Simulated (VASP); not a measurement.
# Ta2Mo (Cmcm) in VASP: single point with PBE

Aim: the single point of Ta2Mo with PBE.

All numbers are computed with VASP 6.6.1; they aren't measurements. Logs are shortened: lines on timing, memory, paths and dates and some standing lists are left out, and cuts for length are marked.

### Step 1. The cell of the first run

It takes space group Cmcm (No. 63, orthorhombic). The conventional cell has a = 4.564 Å, b = 9.787 Å, c = 4.650 Å, α = 90.00°, β = 90.00°, γ = 90.00°. Ta (site symmetry m2m) has 7 Mo at 2.77 to 3.32 Å and 7 Ta at 2.79 to 3.20 Å within 3.7 Å. Within 3.7 Å of Ta (site symmetry m2m) lie 5 Mo at 2.80 to 3.27 Å and 9 Ta at 2.84 to 3.26 Å. Within 3.7 Å of Mo (site symmetry m2m) lie 12 Ta at 2.77 to 3.32 Å and 2 Mo at 2.82 Å.

### Step 2. Single point, PBE

The input, INCAR:

```
  ALGO = Fast
  EDIFF = 1E-6
  ENCUT = 520
  GGA = PE
  ISIF = 2
  ISMEAR = 0
  LASPH = T
  LCHARG = F
  LREAL = F
  LWAVE = F
  NBANDS = 45
  NELM = 80
  PREC = Accurate
  SIGMA = 0.1
```

The input, KPOINTS:

```
k-points
0
Gamma
  10 10 8
```

The input, POSCAR:

```
Ta2Mo
1.0
    2.2819422516     -4.8934835837      0.0000000000
    2.2819422516      4.8934835837      0.0000000000
    0.0000000000      0.0000000000      4.6497620067
Ta Mo
4 2
Direct
    0.5787580277      0.4212419723      0.7500000000
    0.7479576445      0.2520423555      0.2500000000
    0.4212419723      0.5787580277      0.2500000000
    0.2520423555      0.7479576445      0.7500000000
    0.9181909670      0.0818090330      0.7500000000
    0.0818090330      0.9181909670      0.2500000000
```

Potentials or basis: VASP PAW PBE potentials, release 64 (Ta_pv, Mo_sv).

Launch:

```
> cat potpaw_PBE.64/Ta_pv/POTCAR potpaw_PBE.64/Mo_sv/POTCAR > POTCAR
> mpirun -np 1 vasp_std > vasp.out
```

OUTCAR:

```text
EDIFF = 1E-6
   ENCUT = 520
   GGA = PE
   ISIF = 2
   ISMEAR = 0
   LASPH = T
   LREAL = F
   NELM = 80
   PREC = Accurate

 ion  position               nearest neighbor table
   1  0.579  0.421  0.750-   5 2.77   5 2.77   3 2.79   3 2.79   4 2.84   4 2.84   2 2.85   2 2.85
                             4 3.20   6 3.26   6 3.26   6 3.26   6 3.26   5 3.32
   2  0.748  0.252  0.250-   6 2.80   6 2.80   3 2.84   3 2.84   1 2.85   1 2.85   5 2.86   5 2.86
                             3 3.20   4 3.26   4 3.26   4 3.26   4 3.26   6 3.27
   3  0.421  0.579  0.250-   6 2.77   6 2.77   1 2.79   1 2.79   2 2.84   2 2.84   4 2.85   4 2.85
                             2 3.20   5 3.26   5 3.26   5 3.26   5 3.26   6 3.32
   4  0.252  0.748  0.750-   5 2.80   5 2.80   1 2.84   1 2.84   3 2.85   3 2.85   6 2.86   6 2.86
                             1 3.20   2 3.26   2 3.26   2 3.26   2 3.26   5 3.27
   5  0.918  0.082  0.750-   1 2.77   1 2.77   4 2.80   4 2.80   6 2.82   6 2.82   2 2.86   2 2.86
                             3 3.26   3 3.26   3 3.26   3 3.26   4 3.27   1 3.32
   6  0.082  0.918  0.250-   3 2.77   3 2.77   2 2.80   2 2.80   5 2.82   5 2.82   4 2.86   4 2.86
                             1 3.26   1 3.26   1 3.26   1 3.26   2 3.27   3 3.32

  LATTYP: Found a base centered orthorhombic cell.
 ALAT       =     4.5638845032
 B/A-ratio  =     2.1444379586
 C/A-ratio  =     1.0188167565

  Lattice vectors:

 A1 = (   2.2819422516,  -4.8934835837,   0.0000000000)
 A2 = (   2.2819422516,   4.8934835837,   0.0000000000)
 A3 = (   0.0000000000,   0.0000000000,   4.6497620067)

Analysis of symmetry for initial positions (statically):
=====================================================================
 Subroutine PRICEL returns:
 Original cell was already a primitive cell.

 Routine SETGRP: Setting up the symmetry group for a
 base centered orthorhombic supercell.

 Subroutine GETGRP returns: Found  8 space group operations
 (whereof  4 operations were pure point group operations)
 out of a pool of  8 trial point group operations.

The static configuration has the point symmetry C_2h.
 The point group associated with its full space group is D_2h.

Analysis of symmetry for dynamics (positions and initial velocities):
=====================================================================
 Subroutine PRICEL returns:
 Original cell was already a primitive cell.

 Routine SETGRP: Setting up the symmetry group for a
 base centered orthorhombic supercell.

 Subroutine GETGRP returns: Found  8 space group operations
 (whereof  4 operations were pure point group operations)
 out of a pool of  8 trial point group operations.

The dynamic configuration has the point symmetry C_2h.
 The point group associated with its full space group is D_2h.

 Subroutine INISYM returns: Found  8 space group operations
 (whereof  4 operations are pure point group operations),
 and found     1 'primitive' translations

----------------------------------------------------------------------------------------

                                     Primitive cell

  volume of cell :     103.8445

  direct lattice vectors                    reciprocal lattice vectors
     2.281942252 -4.893483584  0.000000000     0.219111592 -0.102176699  0.000000000
     2.281942252  4.893483584  0.000000000     0.219111592  0.102176699  0.000000000
     0.000000000  0.000000000  4.649762007     0.000000000  0.000000000  0.215064771

  length of vectors
     5.399392746  5.399392746  4.649762007     0.241764281  0.241764281  0.215064771

  position of ions in fractional coordinates (direct lattice)
     0.578758028  0.421241972  0.750000000
     0.747957644  0.252042356  0.250000000
     0.421241972  0.578758028  0.250000000
     0.252042356  0.747957644  0.750000000
     0.918190967  0.081809033  0.750000000
     0.081809033  0.918190967  0.250000000

  ion indices of the primitive-cell ions
   primitive index   ion index
                 1           1
                 2           2
                 3           3
                 4           4
                 5           5
                 6           6

----------------------------------------------------------------------------------------

 KPOINTS: k-points

Automatic generation of k-mesh.
 Grid dimensions read from file:
 generate k-points for:   10   10    8

 Generating k-lattice:

  Cartesian coordinates                     Fractional coordinates (reciprocal lattice)
     0.021911159 -0.010217670  0.000000000     0.100000000  0.000000000  0.000000000
     0.021911159  0.010217670  0.000000000     0.000000000  0.100000000  0.000000000
     0.000000000  0.000000000  0.026883096     0.000000000  0.000000000  0.125000000

  Length of vectors
     0.024176428  0.024176428  0.026883096

  Shift w.r.t. Gamma in fractional coordinates (k-lattice)
     0.000000000  0.000000000  0.000000000

 Subroutine IBZKPT returns following result:
 ===========================================

 Found    155 irreducible k-points:

 Following reciprocal coordinates:
            Coordinates               Weight
  0.000000  0.000000  0.000000      1.000000
  0.100000 -0.000000  0.000000      4.000000
  0.200000 -0.000000  0.000000      4.000000
  0.300000  0.000000  0.000000      4.000000
  0.400000  0.000000  0.000000      4.000000
  0.500000  0.000000  0.000000      2.000000
[... 16 lines left out ...]
  0.300000  0.300000  0.000000      2.000000
  0.400000  0.300000  0.000000      4.000000
 [... further k-points ...]
   k-points           NKPTS =    155   k-points in BZ     NKDIM =    155   number of bands    NBANDS=     45
   number of dos      NEDOS =    301   number of ions     NIONS =      6
   total plane-waves  NPLWV =  57600
   dimension x,y,z NGX =    40 NGY =   40 NGZ =   36
   dimension x,y,z NGXF=    80 NGYF=   80 NGZF=   72
   ions per type =               4   2
   NGX,Y,Z   is equivalent  to a cutoff of  12.32, 12.32, 12.87 a.u.
   NGXF,Y,Z  is equivalent  to a cutoff of  24.63, 24.63, 25.74 a.u.
 SYSTEM =  unknown system
   PREC   = accura    normal or accurate (medium, high low for compatibility)
   ISTART =      0    job   : 0-new  1-cont  2-samecut
   ICHARG =      2    charge: 1-file 2-atom 10-const
   ISPIN  =      1    spin polarized calculation?
   LNONCOLLINEAR =      F non collinear calculations
   LSORBIT =      F    spin-orbit coupling
   LASPH  =      T    aspherical Exc in radial PAW
   ENCUT  =  520.0 eV  38.22 Ry    6.18 a.u.  10.04 10.04  8.65*2*pi/ulx,y,z
   NELM   =     80;   NELMIN=  2; NELMDL= -5     # of ELM steps
   EDIFF  = 0.1E-05   stopping-criterion for ELM
   LREAL  =      F    real-space projection
   EDIFFG = 0.1E-04   stopping-criterion for IOM
   NSW    =      0    number of steps for IOM
   IBRION =     -1    ionic relax: 0-MD 1-quasi-New 2-CG
   NFREE  =      0    steps in history (QN), initial steepest desc. (CG)
   ISIF   =      2    stress and relaxation
   ISYM   =      2    0-nonsym 1-usesym 2-fastsym
   POTIM  = 0.5000    time-step for ionic-motion
   TEBEG  =    0.0;   TEEND  =   0.0 temperature during run
   PSTRESS=    0.0 pullay stress
   NELECT =      72.0000    total number of electrons
   NUPDOWN=      -1.0000    fix difference up-down
   EMIN   =  10.00;   EMAX   =-10.00  energy-range for DOS
   EFERMI =   0.00;   METHOD = LEGACY
   ISMEAR =     0;   SIGMA  =   0.10  broadening in eV -4-tet -1-fermi 0-gaus
   EFERMI_NEDOS =   21; number of points for ismear=-14 and -15
   IALGO  =     68    algorithm
   IMIX   =      4    mixing-type and parameters
     AMIX     =   0.40;   BMIX     =  1.00
     AMIX_MAG =   1.60;   BMIX_MAG =  1.00
  volume/ion in A,a.u.               =      17.31       116.80
  Fermi-wavevector in a.u.,A,eV,Ry     =   1.448965  2.738146 28.565417  2.099499
  Thomas-Fermi vector in A             =   2.566745
   LORBIT       =      0    0 simple, 1 ext, 2 COOP (PROOUT), +10 PAW based schemes
   GGA     = PE    functional components
   LHFCALC =     F    Hartree Fock is set to
   AEXX    =    0.0000 exact exchange contribution
   IVDW    =     0    specifies the selected vdW correction
   LEPSILON=     F    determine dielectric tensor
   LRPA    =     F    only Hartree local field effects (RPA)
 non-spin polarized calculation
 RMM-DIIS sequential band-by-band and
 Gauss-broadening in eV      SIGMA  =   0.10
  energy-cutoff  :      520.00
  volume of cell :      103.84
 maximum number of plane-waves:      2824
   NGX = 21   NGY = 21   NGZ = 17

 number of electron      72.0000002 magnetization

 Free energy of the ion-electron system (eV)
  ---------------------------------------------------
  ext. energy  EPLUGINS =         0.00000000
  ---------------------------------------------------
  free energy    TOTEN  =       -69.64280755 eV

  energy without entropy =      -69.61477202  energy(sigma->0) =      -69.62878978

 E-fermi :   7.4229     XC(G=0): -12.8215

 val. band max:        7.4215605096   @ k =  -0.4000   0.3000   0.0000
 cond. band min:       7.4239398973   @ k =   0.5000   0.5000   0.2500
 fundamental gap:      0.0023793877
 Fermi energy:         7.4229437849

 k-point     1 :       0.0000    0.0000    0.0000
  band No.  band energies     occupation
      1     -52.9044      2.00000
      2     -52.8285      2.00000
      3     -27.3496      2.00000
      4     -27.1764      2.00000
      5     -27.1037      2.00000
      6     -27.0676      2.00000
[... 37 lines left out ...]
     44      10.4097      0.00000
     45      11.2021      0.00000

 k-point     2 :       0.1000   -0.0000    0.0000
  band No.  band energies     occupation
      1     -52.9045      2.00000
      2     -52.8285      2.00000
      3     -27.3423      2.00000
      4     -27.1842      2.00000
      5     -27.1165      2.00000
      6     -27.0755      2.00000
[... 37 lines left out ...]
     44      10.2886      0.00000
     45      11.4882      0.00000

 k-point     3 :       0.2000   -0.0000    0.0000
  band No.  band energies     occupation
      1     -52.9046      2.00000
      2     -52.8285      2.00000
      3     -27.3221      2.00000
      4     -27.1904      2.00000
      5     -27.1431      2.00000
      6     -27.0918      2.00000
[... 997 lines left out ...]
     44      11.0628      0.00000
     45      11.1563      0.00000

 k-point    24 :       0.4000    0.3000    0.0000
  band No.  band energies     occupation
      1     -52.9049      2.00000
      2     -52.8285      2.00000
      3     -27.2496      2.00000
      4     -27.1785      2.00000
      5     -27.1357      2.00000
      6     -27.0468      2.00000
[... 37 lines left out ...]
     44      11.1328      0.00000
     45      11.2151      0.00000

 [... further k-points ...]

------------------------ aborting loop because EDIFF is reached ----------------------------------------

  FORCE on cell =-STRESS in cart. coord.  units (eV):
  Direction    XX          YY          ZZ          XY          YZ          ZX
  --------------------------------------------------------------------------------------
  -------------------------------------------------------------------------------------
  Total        0.1628442      0.1545463      0.1405451      0.0000000      0.0000000      0.0000000
  in kB        2.5124610      2.3844355      2.1684168      0.0000000      0.0000000      0.0000000
  external PRESSURE =       2.3551044 kB  Pullay stress =       0.0000000 kB

 VOLUME and BASIS-vectors are now :
 -----------------------------------------------------------------------------
  energy-cutoff  :      520.00
  volume of cell :      103.84
      direct lattice vectors                 reciprocal lattice vectors
     2.281942252 -4.893483584  0.000000000     0.219111592 -0.102176699  0.000000000
     2.281942252  4.893483584  0.000000000     0.219111592  0.102176699  0.000000000
     0.000000000  0.000000000  4.649762007     0.000000000  0.000000000  0.215064771

 POSITION                                       TOTAL-FORCE (eV/Angst)
 -----------------------------------------------------------------------------------
      2.28194     -0.77080      3.48732         0.000000     -0.006882      0.000000
      2.28194     -2.42675      1.16244         0.000000     -0.001790     -0.000000
      2.28194      0.77080      1.16244         0.000000      0.006882      0.000000
      2.28194      2.42675      3.48732         0.000000      0.001790      0.000000
      2.28194     -4.09282      3.48732         0.000000      0.002458     -0.000000
      2.28194      4.09282      1.16244         0.000000     -0.002458      0.000000
 -----------------------------------------------------------------------------------
    total drift:                               -0.000000     -0.000000     -0.000000

  FREE ENERGIE OF THE ION-ELECTRON SYSTEM (eV)
  ---------------------------------------------------
  free  energy   TOTEN  =       -69.6428075463 eV

  energy  without entropy=      -69.6147720230  energy(sigma->0) =      -69.62878978
```

It took 21 min on 1 thread of Intel Xeon 8259CL, shared host; peak memory 0.65 GiB.

Results:

```yaml
Free_energy: -69.6428 eV
Pressure: 0.2 GPa
Largest_force: 0.007 eV/Å
Band_gap_on_the_k_mesh: zero (bands 36 and 37 overlap by 1.39 eV)
```

Forces in eV/Å, atoms in the order of the input:
```
Ta   0.000 -0.007  0.000
Ta   0.000 -0.002  0.000
Ta   0.000  0.007  0.000
Ta   0.000  0.002  0.000
Mo   0.000  0.002  0.000
Mo   0.000 -0.002  0.000
```

Caveat: spin-orbit coupling is left out, which moves the levels of the heavy elements.
